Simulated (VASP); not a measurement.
# Pt2F (P6/mmm) in VASP: a series of runs

Runs on Pt2F. Level: PBE. Tasks: single point, relaxation of cell and atoms.

Everything below comes from runs of VASP 6.6.1. Logs are shortened: lines on timing, memory, paths and dates and some standing lists are left out, and cuts for length are marked.

### 1 The cell of the first run

It takes space group P6/mmm (No. 191, hexagonal). The conventional cell has a = 3.410 Å, b = 3.410 Å, c = 4.430 Å, α = 90.00°, β = 90.00°, γ = 120.00°. Pt (site symmetry -6m2) has 3 Pt at 1.97 Å within 2.6 Å. F (site symmetry 6/mmm) has 12 Pt at 2.96 Å and 6 F at 3.41 Å within 3.9 Å.

The cell was generated, and may not be a known phase.

### 2 Single point, PBE

File INCAR:

```
SYSTEM = Pt2F
PREC = Accurate
ENCUT = 520
EDIFF = 1E-6
ISMEAR = 0
SIGMA = 0.1
LREAL = .False.
LASPH = .True.
NELM = 60
ALGO = Normal
ISIF = 2
LWAVE = .False.
LCHARG = .False.
GGA = PE
NBANDS = 20
```

File KPOINTS:

```
regular mesh
0
Gamma
  6 6 4
  0 0 0
```

File POSCAR:

```
Pt2F
1.0
    3.4104391900      0.0000000000      0.0000000000
   -1.7052196000      2.9535269800      0.0000000000
    0.0000000000      0.0000000000      4.4301099700
Pt F
2 1
Direct
    0.3333333300      0.6666666700      0.5000000000
    0.6666666700      0.3333333300      0.5000000000
    0.0000000000      0.0000000000      0.0000000000
```

Potentials or basis: VASP PAW PBE potentials, release 64 (Pt, F).

Run with:

```sh
cat potpaw_PBE.64/Pt/POTCAR potpaw_PBE.64/F/POTCAR > POTCAR
mpirun -np 1 vasp_std > vasp.out
```

OUTCAR:

```text
SYSTEM = Pt2F
   PREC = Accurate
   ENCUT = 520
   EDIFF = 1E-6
   ISMEAR = 0
   LREAL = .False.
   LASPH = .True.
   NELM = 60
   ISIF = 2
   GGA = PE

 ion  position               nearest neighbor table
   1  0.333  0.667  0.500-   2 1.97   2 1.97   2 1.97
   2  0.667  0.333  0.500-   1 1.97   1 1.97   1 1.97
   3  0.000  0.000  0.000-

  LATTYP: Found a hexagonal cell.
 ALAT       =     3.4104391900
 C/A-ratio  =     1.2989851814

  Lattice vectors:

 A1 = (   3.4104391900,   0.0000000000,   0.0000000000)
 A2 = (  -1.7052196000,   2.9535269800,   0.0000000000)
 A3 = (   0.0000000000,   0.0000000000,   4.4301099700)

Analysis of symmetry for initial positions (statically):
=====================================================================
 Subroutine PRICEL returns:
 Original cell was already a primitive cell.

 Routine SETGRP: Setting up the symmetry group for a
 hexagonal supercell.

 Subroutine GETGRP returns: Found 24 space group operations
 (whereof 24 operations were pure point group operations)
 out of a pool of 24 trial point group operations.

The static configuration has the point symmetry D_6h.

Analysis of symmetry for dynamics (positions and initial velocities):
=====================================================================
 Subroutine PRICEL returns:
 Original cell was already a primitive cell.

 Routine SETGRP: Setting up the symmetry group for a
 hexagonal supercell.

 Subroutine GETGRP returns: Found 24 space group operations
 (whereof 24 operations were pure point group operations)
 out of a pool of 24 trial point group operations.

The dynamic configuration has the point symmetry D_6h.

 Subroutine INISYM returns: Found 24 space group operations
 (whereof 24 operations are pure point group operations),
 and found     1 'primitive' translations

----------------------------------------------------------------------------------------

                                     Primitive cell

  volume of cell :      44.6237

  direct lattice vectors                    reciprocal lattice vectors
     3.410439190  0.000000000  0.000000000     0.293217367  0.169289126  0.000000000
    -1.705219600  2.953526980  0.000000000     0.000000000  0.338578251  0.000000000
     0.000000000  0.000000000  4.430109970     0.000000000  0.000000000  0.225728031

  length of vectors
     3.410439190  3.410439195  4.430109970     0.338578252  0.338578251  0.225728031

  position of ions in fractional coordinates (direct lattice)
     0.333333330  0.666666670  0.500000000
     0.666666670  0.333333330  0.500000000
     0.000000000  0.000000000  0.000000000

  ion indices of the primitive-cell ions
   primitive index   ion index
                 1           1
                 2           2
                 3           3

----------------------------------------------------------------------------------------

 KPOINTS: regular mesh

Automatic generation of k-mesh.
 Grid dimensions read from file:
 generate k-points for:    6    6    4

 Generating k-lattice:

  Cartesian coordinates                     Fractional coordinates (reciprocal lattice)
     0.048869561  0.028214854  0.000000000     0.166666667  0.000000000  0.000000000
     0.000000000  0.056429709  0.000000000     0.000000000  0.166666667  0.000000000
     0.000000000  0.000000000  0.056432008     0.000000000  0.000000000  0.250000000

  Length of vectors
     0.056429709  0.056429709  0.056432008

  Shift w.r.t. Gamma in fractional coordinates (k-lattice)
     0.000000000  0.000000000  0.000000000

 Subroutine IBZKPT returns following result:
 ===========================================

 Found     21 irreducible k-points:

 Following reciprocal coordinates:
            Coordinates               Weight
  0.000000  0.000000  0.000000      1.000000
  0.166667 -0.000000  0.000000      6.000000
  0.333333  0.000000  0.000000      6.000000
  0.500000  0.000000  0.000000      3.000000
  0.166667  0.166667  0.000000      6.000000
  0.333333  0.166667  0.000000     12.000000
[... 13 lines left out ...]
  0.333333  0.166667  0.500000     12.000000
  0.333333  0.333333  0.500000      2.000000
   k-points           NKPTS =     21   k-points in BZ     NKDIM =     21   number of bands    NBANDS=     20
   number of dos      NEDOS =    301   number of ions     NIONS =      3
   total plane-waves  NPLWV =  28224
   dimension x,y,z NGX =    28 NGY =   28 NGZ =   36
   dimension x,y,z NGXF=    56 NGYF=   56 NGZF=   72
   ions per type =               2   1
   NGX,Y,Z   is equivalent  to a cutoff of  13.65, 13.65, 13.51 a.u.
   NGXF,Y,Z  is equivalent  to a cutoff of  27.30, 27.30, 27.02 a.u.
 SYSTEM =  Pt2F
   PREC   = accura    normal or accurate (medium, high low for compatibility)
   ISTART =      0    job   : 0-new  1-cont  2-samecut
   ICHARG =      2    charge: 1-file 2-atom 10-const
   ISPIN  =      1    spin polarized calculation?
   LNONCOLLINEAR =      F non collinear calculations
   LSORBIT =      F    spin-orbit coupling
   LASPH  =      T    aspherical Exc in radial PAW
   ENCUT  =  520.0 eV  38.22 Ry    6.18 a.u.   6.34  6.34  8.24*2*pi/ulx,y,z
   NELM   =     60;   NELMIN=  2; NELMDL= -5     # of ELM steps
   EDIFF  = 0.1E-05   stopping-criterion for ELM
   LREAL  =      F    real-space projection
   EDIFFG = 0.1E-04   stopping-criterion for IOM
   NSW    =      0    number of steps for IOM
   IBRION =     -1    ionic relax: 0-MD 1-quasi-New 2-CG
   NFREE  =      0    steps in history (QN), initial steepest desc. (CG)
   ISIF   =      2    stress and relaxation
   ISYM   =      2    0-nonsym 1-usesym 2-fastsym
   POTIM  = 0.5000    time-step for ionic-motion
   TEBEG  =    0.0;   TEEND  =   0.0 temperature during run
   PSTRESS=    0.0 pullay stress
   NELECT =      27.0000    total number of electrons
   NUPDOWN=      -1.0000    fix difference up-down
   EMIN   =  10.00;   EMAX   =-10.00  energy-range for DOS
   EFERMI =   0.00;   METHOD = LEGACY
   ISMEAR =     0;   SIGMA  =   0.10  broadening in eV -4-tet -1-fermi 0-gaus
   EFERMI_NEDOS =   21; number of points for ismear=-14 and -15
   IALGO  =     38    algorithm
   IMIX   =      4    mixing-type and parameters
     AMIX     =   0.40;   BMIX     =  1.00
     AMIX_MAG =   1.60;   BMIX_MAG =  1.00
  volume/ion in A,a.u.               =      14.87       100.38
  Fermi-wavevector in a.u.,A,eV,Ry     =   1.384653  2.616614 26.085945  1.917263
  Thomas-Fermi vector in A             =   2.509137
   LORBIT       =      0    0 simple, 1 ext, 2 COOP (PROOUT), +10 PAW based schemes
   GGA     = PE    functional components
   LHFCALC =     F    Hartree Fock is set to
   AEXX    =    0.0000 exact exchange contribution
   IVDW    =     0    specifies the selected vdW correction
   LEPSILON=     F    determine dielectric tensor
   LRPA    =     F    only Hartree local field effects (RPA)
 non-spin polarized calculation
 Gauss-broadening in eV      SIGMA  =   0.10
  energy-cutoff  :      520.00
  volume of cell :       44.62
 maximum number of plane-waves:      1229
 NGX is ok and might be reduce to    28
   NGX = 13   NGY = 13   NGZ = 17

 number of electron      26.9999991 magnetization

 Free energy of the ion-electron system (eV)
  ---------------------------------------------------
  ext. energy  EPLUGINS =         0.00000000
  ---------------------------------------------------
  free energy    TOTEN  =        -1.35468384 eV

  energy without entropy =       -1.34211726  energy(sigma->0) =       -1.34840055

 E-fermi :   6.7393     XC(G=0): -11.5125

 val. band max:        6.7156624907   @ k =   0.1667   0.1667   0.0000
 cond. band min:       6.7615531050   @ k =   0.3333   0.1667   0.5000
 fundamental gap:      0.0458906143
 Fermi energy:         6.7392947525

 k-point     1 :       0.0000    0.0000    0.0000
  band No.  band energies     occupation
      1     -13.8122      2.00000
      2      -3.6498      2.00000
      3      -0.5456      2.00000
      4      -0.5456      2.00000
      5       0.6949      2.00000
      6       0.6949      2.00000
[... 12 lines left out ...]
     19      20.1297      0.00000
     20      20.5538      0.00000

 k-point     2 :       0.1667   -0.0000    0.0000
  band No.  band energies     occupation
      1     -13.7800      2.00000
      2      -3.1815      2.00000
      3      -1.3994      2.00000
      4      -1.1474      2.00000
      5      -0.7877      2.00000
      6      -0.4657      2.00000
[... 12 lines left out ...]
     19      19.0544      0.00000
     20      21.6147      0.00000

 k-point     3 :       0.3333    0.0000    0.0000
  band No.  band energies     occupation
      1     -13.7177      2.00000
      2      -3.8147      2.00000
      3      -2.5916      2.00000
      4      -1.3087      2.00000
      5      -1.2013      2.00000
      6      -0.4817      2.00000
[... 12 lines left out ...]
     19      19.0919      0.00000
     20      21.8526      0.00000

 k-point     4 :       0.5000    0.0000    0.0000
  band No.  band energies     occupation
      1     -13.6876      2.00000
      2      -4.4734      2.00000
      3      -3.1077      2.00000
      4      -1.3826      2.00000
      5      -0.5751      2.00000
      6      -0.5513      2.00000
[... 12 lines left out ...]
     19      20.1006      0.00000
     20      20.1153      0.00000

 k-point     5 :       0.1667    0.1667    0.0000
  band No.  band energies     occupation
      1     -13.7334      2.00000
      2      -3.7238      2.00000
      3      -1.8297      2.00000
      4      -1.7129      2.00000
      5      -1.3322      2.00000
      6      -0.0913      2.00000
[... 12 lines left out ...]
     19      18.7797      0.00000
     20      22.6418      0.00000

 k-point     6 :       0.3333    0.1667    0.0000
  band No.  band energies     occupation
      1     -13.6886      2.00000
      2      -4.9149      2.00000
      3      -2.2189      2.00000
      4      -1.8374      2.00000
      5      -0.9262      2.00000
      6       0.3318      2.00000
[... 12 lines left out ...]
     19      19.9536      0.00000
     20      20.3092      0.00000

 k-point     7 :       0.3333    0.3333    0.0000
  band No.  band energies     occupation
      1     -13.6746      2.00000
      2      -5.4682      2.00000
      3      -2.1758      2.00000
      4      -1.3738      2.00000
      5      -1.3738      2.00000
      6       1.7610      2.00000
[... 12 lines left out ...]
     19      17.6369      0.00000
     20      21.6722      0.00000
[... 208 lines left out ...]
 k-point    17 :       0.3333    0.0000    0.5000
  band No.  band energies     occupation
      1     -13.7092      2.00000
      2      -3.8426      2.00000
      3      -2.5872      2.00000
      4      -1.3990      2.00000
      5      -1.2816      2.00000
      6      -0.3273      2.00000
[... 12 lines left out ...]
     19      17.8306      0.00000
     20      21.5542      0.00000

 k-point    18 :       0.5000    0.0000    0.5000
  band No.  band energies     occupation
      1     -13.6878      2.00000
      2      -4.5278      2.00000
      3      -3.1045      2.00000
      4      -1.4736      2.00000
      5      -0.5476      2.00000
      6      -0.2217      2.00000
[... 12 lines left out ...]
     19      15.8313      0.00000
     20      20.6691      0.00000

 k-point    19 :       0.1667    0.1667    0.5000
  band No.  band energies     occupation
      1     -13.7202      2.00000
      2      -3.7390      2.00000
      3      -1.9383      2.00000
      4      -1.7073      2.00000
      5      -1.2907      2.00000
      6      -0.2003      2.00000
[... 12 lines left out ...]
     19      18.6267      0.00000
     20      21.5760      0.00000

 k-point    20 :       0.3333    0.1667    0.5000
  band No.  band energies     occupation
      1     -13.6883      2.00000
      2      -4.9686      2.00000
      3      -2.2169      2.00000
      4      -1.7010      2.00000
      5      -0.9351      2.00000
      6       0.2780      2.00000
[... 12 lines left out ...]
     19      16.5688      0.00000
     20      20.3346      0.00000

 k-point    21 :       0.3333    0.3333    0.5000
  band No.  band energies     occupation
      1     -13.6780      2.00000
      2      -5.5318      2.00000
      3      -1.9461      2.00000
      4      -1.3733      2.00000
      5      -1.3733      2.00000
      6       1.4152      2.00000
[... 12 lines left out ...]
     19      15.5381      0.00000
     20      19.5068      0.00000

------------------------ aborting loop because EDIFF is reached ----------------------------------------

  FORCE on cell =-STRESS in cart. coord.  units (eV):
  Direction    XX          YY          ZZ          XY          YZ          ZX
  --------------------------------------------------------------------------------------
  -------------------------------------------------------------------------------------
  Total       59.3105271     59.3105272     -0.0303916     -0.0000001     -0.0000000      0.0000000
  in kB     2129.4949106   2129.4949155     -1.0911833     -0.0000036     -0.0000000      0.0000000
  external PRESSURE =    1419.2995476 kB  Pullay stress =       0.0000000 kB

 VOLUME and BASIS-vectors are now :
 -----------------------------------------------------------------------------
  energy-cutoff  :      520.00
  volume of cell :       44.62
      direct lattice vectors                 reciprocal lattice vectors
     3.410439190  0.000000000  0.000000000     0.293217367  0.169289126  0.000000000
    -1.705219600  2.953526980  0.000000000     0.000000000  0.338578251  0.000000000
     0.000000000  0.000000000  4.430109970     0.000000000  0.000000000  0.225728031

 POSITION                                       TOTAL-FORCE (eV/Angst)
 -----------------------------------------------------------------------------------
     -0.00000      1.96902      2.21505        -0.000000      0.000000     -0.000000
      1.70522      0.98451      2.21505         0.000000     -0.000000      0.000000
      0.00000      0.00000      0.00000        -0.000000      0.000000      0.000000
 -----------------------------------------------------------------------------------
    total drift:                               -0.000000      0.000000      0.000000

  FREE ENERGIE OF THE ION-ELECTRON SYSTEM (eV)
  ---------------------------------------------------
  free  energy   TOTEN  =        -1.3546838440 eV

  energy  without entropy=       -1.3421172641  energy(sigma->0) =       -1.34840055
```

Wall time 20 s (1 thread of Intel Xeon Platinum 8259CL at 2.50GHz (Skylake/Cascade Lake), shared host); peak memory 0.18 GiB.

Results:

* Free energy: -1.3547 eV
* Pressure: 141.9 GPa
* Band gap on the k mesh: zero (an odd number of electrons rules out a gap without spin polarisation)

Stress tensor (GPa, compression positive):
```
212.95   0.00   0.00
  0.00 212.95   0.00
  0.00   0.00  -0.11
```

Caveat: the stress differs along the axes, from -0 to 213 GPa; spin-orbit coupling is left out, which moves the levels of the heavy elements.

[end of part 1 of 3]

The gap in the log of VASP goes by the Fermi energy; the results here count the filled bands.